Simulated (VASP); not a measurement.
Input of a VASP 6.6.1 run:

The input POSCAR:

```
Si7Ge
1.0
    5.4679684317      0.0000000000      0.0000000000
    0.0000000000      5.4679684317      0.0000000000
    0.0000000000      0.0000000000      5.4679684317
Si Ge
7 1
Direct
    0.2615080556      0.2710156768      0.2463293818
    0.0032469818      0.5008673875      0.4544697909
    0.5055518372      0.4870661829      0.0231993263
    0.4838476778     -0.0088361914      0.4632888253
    0.7485977213      0.1910184412      0.7917584600
    0.7691127251      0.7248727144      0.2630240729
    0.2634141575      0.8067410343      0.7724127083
   -0.0352791564      0.0272547542     -0.0144825655
```

File INCAR.step1:

```
SYSTEM = Si7Ge
ALGO = Normal
EDIFF = 1E-4
ENCUT = 520
GGA = PE
ISMEAR = 0
LASPH = .True.
LCHARG = .False.
LREAL = .False.
LWAVE = .True.
NBANDS = 31
NELM = 100
PREC = Accurate
SIGMA = 0.05
```

File INCAR.step2:

```
SYSTEM = Si7Ge
ALGO = Normal
EDIFF = 1E-7
ENCUT = 520
ISIF = 2
ISMEAR = 0
ISTART = 1
LASPH = .True.
LCHARG = .True.
LELF = .True.
LMIXTAU = .True.
LREAL = .False.
LVHAR = .True.
LWAVE = .False.
METAGGA = R2SCAN
NBANDS = 31
NELM = 100
PREC = Accurate
SIGMA = 0.05
```

File KPOINTS:

```
k-points
0
Gamma
  6 6 6
  0 0 0
```

Potentials or basis: VASP PAW PBE potentials, release 64 (Si, Ge_d).

Command:

```bash
$ cat potpaw_PBE.64/Si/POTCAR potpaw_PBE.64/Ge_d/POTCAR > POTCAR
$ cp INCAR.step1 INCAR
$ mpirun -np 1 vasp_std > vasp.out
$ cp INCAR.step2 INCAR
$ mpirun -np 1 vasp_std > vasp.out
```

(1) What does it give for the largest force?

(2) Predict the band gap on the k mesh.

(3) What does it give for the pressure?

## Answers

(1) 16.733 eV/Å.

(2) zero (bands 21 and 22 overlap by 0.37 eV).

(3) 9.8 GPa.

Caveat: the cell differs from its parent crystal (atoms moved at random); the stress differs along the axes, from 7 to 13 GPa; semilocal functionals underestimate gaps, and a narrow one can read as zero; the PAW data sets were made with another functional, which shifts forces and pressure a little.
